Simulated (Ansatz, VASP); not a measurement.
# One calculation of Nb, two programs

```
Nb
1.0
    -1.96448    1.96471    1.41680
     1.96471   -1.96448    1.41680
     3.58531    3.58531   -1.41639
Nb
2
Direct
  0.00009 0.99991 0.00000
  0.74991 0.25009 0.50000
```

Alike in both runs: task single point; functional PBE; k mesh 15 × 15 × 7; occupations fermi-dirac, width 0.1 eV; no spin polarisation.

|  | VASP | Ansatz |
| --- | --- | --- |
| version | VASP 6.6.1 | Ansatz 0.2.0 |
| potentials or method | VASP PAW PBE potentials, release 64 (Nb_sv), cutoff 500 eV | plane waves (420 eV) with PAW, scalar-relativistic |
| valence electrons in the cell | 26 | 26 |

|  | VASP | Ansatz | Ansatz less VASP |
| --- | --- | --- | --- |
| pressure (GPa) | -11.3 | -11.0 | +0.30 |
| traceless stress, the component that is largest in VASP (GPa) | 0.33 | 0.31 | -0.016 |
